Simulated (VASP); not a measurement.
Set up this calculation in VASP 6.6.1, as the native input.

| Quantity | Value |
| --- | --- |
| Task | single point |
| Functional | r2SCAN |
| Potentials or basis | VASP PAW PBE potentials, release 64 (Ta_pv) |
| Cutoff | 520 eV |
| k mesh | 20 × 20 × 20 |
| Occupations | gaussian, width 0.15 eV |
| Spin | no spin polarisation |
| Dipole correction | no |
| Further INCAR settings | ALGO = Normal; EDIFF = 1e-07; NBANDS = 12 |

The system is Ta.

```
Ta
1.0
    -1.61000    1.61000    1.61000
     1.61000   -1.61000    1.61000
     1.61000    1.61000   -1.61000
Ta
1
Direct
  0.00000 0.00000 0.00000
```

This cell differs from its parent crystal: strain -0.025 along x and y, -0.025 along z.

One way to write it, as run:

POSCAR

```
Ta
1.0
   -1.6099980000      1.6099980000      1.6099980000
    1.6099980000     -1.6099980000      1.6099980000
    1.6099980000      1.6099980000     -1.6099980000
Ta
1
Direct
    0.0000000000      0.0000000000      0.0000000000
```

INCAR.step1

```
SYSTEM = Ta
PREC = Accurate
ENCUT = 520
ISMEAR = 0
SIGMA = 0.15
LREAL = .FALSE.
LASPH = .TRUE.
NELM = 80
NBANDS = 12
GGA = PE
ALGO = Normal
EDIFF = 1E-4
LWAVE = .TRUE.
LCHARG = .FALSE.
```

INCAR.step2

```
SYSTEM = Ta
PREC = Accurate
ENCUT = 520
EDIFF = 1E-7
ISMEAR = 0
SIGMA = 0.15
LREAL = .FALSE.
LASPH = .TRUE.
NELM = 80
ALGO = Normal
ISIF = 2
LWAVE = .FALSE.
LCHARG = .FALSE.
METAGGA = R2SCAN
LMIXTAU = .TRUE.
NBANDS = 12
ISTART = 1
```

KPOINTS

```
regular mesh
0
G
  20 20 20
  0 0 0
```

Potentials or basis: VASP PAW PBE potentials, release 64 (Ta_pv).

Run with:

```sh
$ cat potpaw_PBE.64/Ta_pv/POTCAR > POTCAR
$ cp INCAR.step1 INCAR
$ mpirun -np 1 vasp_std > vasp.out
$ cp INCAR.step2 INCAR
$ mpirun -np 1 vasp_std > vasp.out
```

Results of the run:

The pressure is 19.4 GPa. The band gap on the k mesh is zero (an odd number of electrons rules out a gap without spin polarisation).

Caveat: the cell differs from its parent crystal (strain -0.025 along x and y, -0.025 along z); the cell stands under pressure; the PAW data sets were made with another functional, which shifts forces and pressure a little; spin-orbit coupling is left out, which moves the levels of the heavy elements.

It took 72 s on 1 thread of Intel(R) Xeon(R) 6975P-C (Granite Rapids), with other jobs on the host, peak memory 0.18 GiB.
